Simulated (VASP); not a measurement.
# ZnS (P1) in VASP: single point with PBE

Aim: the single point of ZnS with PBE.

Program: VASP 6.6.1. These are calculated values, not measurements. Logs are shortened: lines on timing, memory, paths and dates and some standing lists are left out, and cuts for length are marked.

## 1. The cell of the first run

The typed cell holds 8 atoms: a = 5.409 Å, b = 5.409 Å, c = 5.409 Å, α = 90.00°, β = 90.00°, γ = 90.00°.

## 2. Single point, PBE (atoms moved at random)

File INCAR:

```
SYSTEM = ZnS
  ALGO = Normal
  EDIFF = 1E-6
  ENCUT = 520
  GGA = PE
  ISIF = 2
  ISMEAR = 0
  LASPH = .TRUE.
  LCHARG = .FALSE.
  LREAL = .FALSE.
  LWAVE = .FALSE.
  NBANDS = 46
  NELM = 80
  PREC = Accurate
  SIGMA = 0.05
```

File KPOINTS:

```
k-points
0
G
  6 6 6
  0 0 0
```

File POSCAR:

```
ZnS
1.0
    5.4093000000      0.0000000000      0.0000000000
    0.0000000000     -5.4093000000      0.0000000000
    0.0000000000      0.0000000000     -5.4093000000
Zn S
4 4
Direct
   -0.0235922484      0.5113782637      0.5480690199
    0.4994894207     -0.0048514185      0.4828351640
    0.5276133233      0.4916188268     -0.0107460999
   -0.0168384391     -0.0119993889      0.0155522977
    0.7682276354      0.7989395638      0.7814299306
    0.2483946214      0.2238981265      0.7458777967
    0.2053486614      0.7296921477      0.1839744860
    0.7913570253      0.2613238789      0.2530074050
```

Potentials or basis: VASP PAW PBE potentials, release 64 (Zn, S).

Launch:

```
> cat potpaw_PBE.64/Zn/POTCAR potpaw_PBE.64/S/POTCAR > POTCAR
> mpirun -np 1 vasp_std > vasp.out
```

OUTCAR:

```text
SYSTEM = ZnS
   EDIFF = 1E-6
   ENCUT = 520
   GGA = PE
   ISIF = 2
   ISMEAR = 0
   LASPH = .TRUE.
   LREAL = .FALSE.
   NELM = 80
   PREC = Accurate

 ion  position               nearest neighbor table
   1  0.976  0.511  0.548-   5 2.30   8 2.32   6 2.39   7 2.61
   2  0.499  0.995  0.483-   6 2.32   5 2.42   8 2.47   7 2.68
   3  0.528  0.492  0.989-   8 2.37   5 2.39   7 2.41   6 2.47
   4  0.983  0.988  0.016-   5 2.00   7 2.06   8 2.22   6 2.41
   5  0.768  0.799  0.781-   4 2.00   1 2.30   3 2.39   2 2.42
   6  0.248  0.224  0.746-   2 2.32   1 2.39   4 2.41   3 2.47
   7  0.205  0.730  0.184-   4 2.06   3 2.41   1 2.61   2 2.68
   8  0.791  0.261  0.253-   4 2.22   1 2.32   3 2.37   2 2.47

  LATTYP: Found a simple cubic cell.
 ALAT       =     5.4093000000

  Lattice vectors:

 A1 = (   5.4093000000,   0.0000000000,   0.0000000000)
 A2 = (   0.0000000000,  -5.4093000000,   0.0000000000)
 A3 = (   0.0000000000,   0.0000000000,  -5.4093000000)

Analysis of symmetry for initial positions (statically):
=====================================================================
 Subroutine PRICEL returns:
 Original cell was already a primitive cell.

 Routine SETGRP: Setting up the symmetry group for a
 simple cubic supercell.

 Subroutine GETGRP returns: Found  1 space group operations
 (whereof  1 operations were pure point group operations)
 out of a pool of 48 trial point group operations.

The static configuration has the point symmetry C_1 .

Analysis of symmetry for dynamics (positions and initial velocities):
=====================================================================
 Subroutine PRICEL returns:
 Original cell was already a primitive cell.

 Routine SETGRP: Setting up the symmetry group for a
 simple cubic supercell.

 Subroutine GETGRP returns: Found  1 space group operations
 (whereof  1 operations were pure point group operations)
 out of a pool of 48 trial point group operations.

The dynamic configuration has the point symmetry C_1 .

 Subroutine INISYM returns: Found  1 space group operations
 (whereof  1 operations are pure point group operations),
 and found     1 'primitive' translations

----------------------------------------------------------------------------------------

                                     Primitive cell

  volume of cell :     158.2790

  direct lattice vectors                    reciprocal lattice vectors
     5.409300000  0.000000000  0.000000000     0.184866803  0.000000000  0.000000000
     0.000000000 -5.409300000  0.000000000     0.000000000 -0.184866803  0.000000000
     0.000000000  0.000000000 -5.409300000     0.000000000  0.000000000 -0.184866803

  length of vectors
     5.409300000  5.409300000  5.409300000     0.184866803  0.184866803  0.184866803

  position of ions in fractional coordinates (direct lattice)
     0.976407752  0.511378264  0.548069020
     0.499489421  0.995148581  0.482835164
     0.527613323  0.491618827  0.989253900
     0.983161561  0.988000611  0.015552298
     0.768227635  0.798939564  0.781429931
     0.248394621  0.223898127  0.745877797
     0.205348661  0.729692148  0.183974486
     0.791357025  0.261323879  0.253007405

  ion indices of the primitive-cell ions
   primitive index   ion index
                 1           1
                 2           2
                 3           3
                 4           4
                 5           5
                 6           6
                 7           7
                 8           8

----------------------------------------------------------------------------------------

 KPOINTS: k-points

Automatic generation of k-mesh.
 Grid dimensions read from file:
 generate k-points for:    6    6    6

 Generating k-lattice:

  Cartesian coordinates                     Fractional coordinates (reciprocal lattice)
     0.030811134  0.000000000  0.000000000     0.166666667  0.000000000  0.000000000
     0.000000000 -0.030811134  0.000000000     0.000000000  0.166666667  0.000000000
     0.000000000  0.000000000 -0.030811134     0.000000000  0.000000000  0.166666667

  Length of vectors
     0.030811134  0.030811134  0.030811134

  Shift w.r.t. Gamma in fractional coordinates (k-lattice)
     0.000000000  0.000000000  0.000000000

 Subroutine IBZKPT returns following result:
 ===========================================

 Found    112 irreducible k-points:

 Following reciprocal coordinates:
            Coordinates               Weight
  0.000000  0.000000  0.000000      1.000000
  0.166667  0.000000  0.000000      2.000000
  0.000000  0.166667  0.000000      2.000000
  0.000000  0.000000  0.166667      2.000000
  0.333333  0.000000  0.000000      2.000000
  0.000000  0.333333  0.000000      2.000000
[... 16 lines left out ...]
  0.000000 -0.333333  0.166667      2.000000
 -0.166667  0.000000  0.333333      2.000000
 [... further k-points ...]
   k-points           NKPTS =    112   k-points in BZ     NKDIM =    112   number of bands    NBANDS=     46
   number of dos      NEDOS =    301   number of ions     NIONS =      8
   total plane-waves  NPLWV =  64000
   dimension x,y,z NGX =    40 NGY =   40 NGZ =   40
   dimension x,y,z NGXF=    80 NGYF=   80 NGZF=   80
   ions per type =               4   4
   NGX,Y,Z   is equivalent  to a cutoff of  12.29, 12.29, 12.29 a.u.
   NGXF,Y,Z  is equivalent  to a cutoff of  24.59, 24.59, 24.59 a.u.
 SYSTEM =  ZnS
   PREC   = accura    normal or accurate (medium, high low for compatibility)
   ISTART =      0    job   : 0-new  1-cont  2-samecut
   ICHARG =      2    charge: 1-file 2-atom 10-const
   ISPIN  =      1    spin polarized calculation?
   LNONCOLLINEAR =      F non collinear calculations
   LSORBIT =      F    spin-orbit coupling
   LASPH  =      T    aspherical Exc in radial PAW
   ENCUT  =  520.0 eV  38.22 Ry    6.18 a.u.  10.06 10.06 10.06*2*pi/ulx,y,z
   NELM   =     80;   NELMIN=  2; NELMDL= -5     # of ELM steps
   EDIFF  = 0.1E-05   stopping-criterion for ELM
   LREAL  =      F    real-space projection
   EDIFFG = 0.1E-04   stopping-criterion for IOM
   NSW    =      0    number of steps for IOM
   IBRION =     -1    ionic relax: 0-MD 1-quasi-New 2-CG
   NFREE  =      0    steps in history (QN), initial steepest desc. (CG)
   ISIF   =      2    stress and relaxation
   ISYM   =      2    0-nonsym 1-usesym 2-fastsym
   POTIM  = 0.5000    time-step for ionic-motion
   TEBEG  =    0.0;   TEEND  =   0.0 temperature during run
   PSTRESS=    0.0 pullay stress
   NELECT =      72.0000    total number of electrons
   NUPDOWN=      -1.0000    fix difference up-down
   EMIN   =  10.00;   EMAX   =-10.00  energy-range for DOS
   EFERMI =   0.00;   METHOD = LEGACY
   ISMEAR =     0;   SIGMA  =   0.05  broadening in eV -4-tet -1-fermi 0-gaus
   EFERMI_NEDOS =   21; number of points for ismear=-14 and -15
   IALGO  =     38    algorithm
   IMIX   =      4    mixing-type and parameters
     AMIX     =   0.40;   BMIX     =  1.00
     AMIX_MAG =   1.60;   BMIX_MAG =  1.00
  volume/ion in A,a.u.               =      19.78       133.51
  Fermi-wavevector in a.u.,A,eV,Ry     =   1.259055  2.379268 21.568210  1.585219
  Thomas-Fermi vector in A             =   2.392634
   LORBIT       =      0    0 simple, 1 ext, 2 COOP (PROOUT), +10 PAW based schemes
   GGA     = PE    functional components
   LHFCALC =     F    Hartree Fock is set to
   AEXX    =    0.0000 exact exchange contribution
   IVDW    =     0    specifies the selected vdW correction
   LEPSILON=     F    determine dielectric tensor
   LRPA    =     F    only Hartree local field effects (RPA)
 non-spin polarized calculation
 Gauss-broadening in eV      SIGMA  =   0.05
  energy-cutoff  :      520.00
  volume of cell :      158.28
 maximum number of plane-waves:      4337
   NGX = 21   NGY = 21   NGZ = 21

 number of electron      72.0000019 magnetization

 Free energy of the ion-electron system (eV)
  ---------------------------------------------------
  ext. energy  EPLUGINS =         0.00000000
  ---------------------------------------------------
  free energy    TOTEN  =       -25.29583597 eV

  energy without entropy =      -25.29583597  energy(sigma->0) =      -25.29583597

 E-fermi :   2.4777     XC(G=0):  -9.6308

 val. band max:        2.2402812458   @ k =   0.0000   0.0000   0.0000
 cond. band min:       3.8992097495   @ k =   0.0000   0.0000   0.0000
 fundamental gap:      1.6589285037
 Fermi energy:         2.4776739024

 k-point     1 :       0.0000    0.0000    0.0000
  band No.  band energies     occupation
      1     -11.3417      2.00000
      2     -10.1730      2.00000
      3      -9.6778      2.00000
      4      -9.5043      2.00000
      5      -4.8908      2.00000
      6      -4.7476      2.00000
[... 38 lines left out ...]
     45       8.5796      0.00000
     46       8.7248      0.00000

 k-point     2 :       0.1667    0.0000    0.0000
  band No.  band energies     occupation
      1     -11.2916      2.00000
      2     -10.1733      2.00000
      3      -9.7613      2.00000
      4      -9.4969      2.00000
      5      -4.9044      2.00000
      6      -4.7423      2.00000
[... 38 lines left out ...]
     45       8.8666      0.00000
     46       9.0068      0.00000

 k-point     3 :       0.0000    0.1667    0.0000
  band No.  band energies     occupation
      1     -11.2838      2.00000
      2     -10.2151      2.00000
      3      -9.6802      2.00000
      4      -9.5457      2.00000
      5      -4.8987      2.00000
      6      -4.7437      2.00000
[... 1018 lines left out ...]
     45       9.4204      0.00000
     46       9.5135      0.00000

 k-point    24 :      -0.1667    0.0000    0.3333
  band No.  band energies     occupation
      1     -11.1165      2.00000
      2     -10.3184      2.00000
      3      -9.7747      2.00000
      4      -9.5668      2.00000
      5      -4.9304      2.00000
      6      -4.7113      2.00000
[... 38 lines left out ...]
     45       9.3798      0.00000
     46       9.5076      0.00000

 [... further k-points ...]

------------------------ aborting loop because EDIFF is reached ----------------------------------------

  FORCE on cell =-STRESS in cart. coord.  units (eV):
  Direction    XX          YY          ZZ          XY          YZ          ZX
  --------------------------------------------------------------------------------------
  -------------------------------------------------------------------------------------
  Total        4.5494009      5.1920125      4.4924240      1.1808659      1.3117446     -3.6883630
  in kB       46.0512676     52.5560969     45.4745197     11.9533038     13.2781218    -37.3354192
  external PRESSURE =      48.0272947 kB  Pullay stress =       0.0000000 kB

 VOLUME and BASIS-vectors are now :
 -----------------------------------------------------------------------------
  energy-cutoff  :      520.00
  volume of cell :      158.28
      direct lattice vectors                 reciprocal lattice vectors
     5.409300000  0.000000000  0.000000000     0.184866803  0.000000000  0.000000000
     0.000000000 -5.409300000  0.000000000     0.000000000 -0.184866803  0.000000000
     0.000000000  0.000000000 -5.409300000     0.000000000  0.000000000 -0.184866803

 POSITION                                       TOTAL-FORCE (eV/Angst)
 -----------------------------------------------------------------------------------
      5.28168     -2.76620     -2.96467         0.958317      0.020007      0.461750
      2.70189     -5.38306     -2.61180        -0.250364      0.028676      0.507499
      2.85402     -2.65931     -5.35117        -0.608010      0.089004     -0.026451
      5.31822     -5.34439     -0.08413         1.545780     -3.414287     -0.813140
      4.15557     -4.32170     -4.22699        -3.327979      2.799679      3.538353
      1.34364     -1.21113     -4.03468         0.427008     -1.039372      0.080952
      1.11079     -3.94712     -0.99517         3.027822      1.785530     -3.187502
      4.28069     -1.41358     -1.36859        -1.772574     -0.269238     -0.561462
 -----------------------------------------------------------------------------------
    total drift:                               -0.000076      0.000212      0.000552

  FREE ENERGIE OF THE ION-ELECTRON SYSTEM (eV)
  ---------------------------------------------------
  free  energy   TOTEN  =       -25.2958359690 eV

  energy  without entropy=      -25.2958359690  energy(sigma->0) =      -25.29583597
```

Run time: 7.3 min. Hardware: 1 thread of Intel Xeon Platinum 8488C (Sapphire Rapids), shared host; peak memory 0.67 GiB.

Results:

```yaml
Free_energy: -25.2958 eV
Pressure: 4.8 GPa
Largest_force: 5.607 eV/Å
Band_gap_on_the_k_mesh: 1.66 eV
```

Forces on the atoms (eV/Å):
```
Zn   0.958  0.020  0.462
Zn  -0.250  0.029  0.507
Zn  -0.608  0.089 -0.026
Zn   1.546 -3.414 -0.813
S   -3.328  2.800  3.538
S    0.427 -1.039  0.081
S    3.028  1.786 -3.188
S   -1.773 -0.269 -0.561
```

Caveat: the cell differs from its parent crystal (atoms moved at random); the cell stands under pressure; forces of over 1 eV/Å act on the atoms, so gaps and moduli don't describe the material at rest.
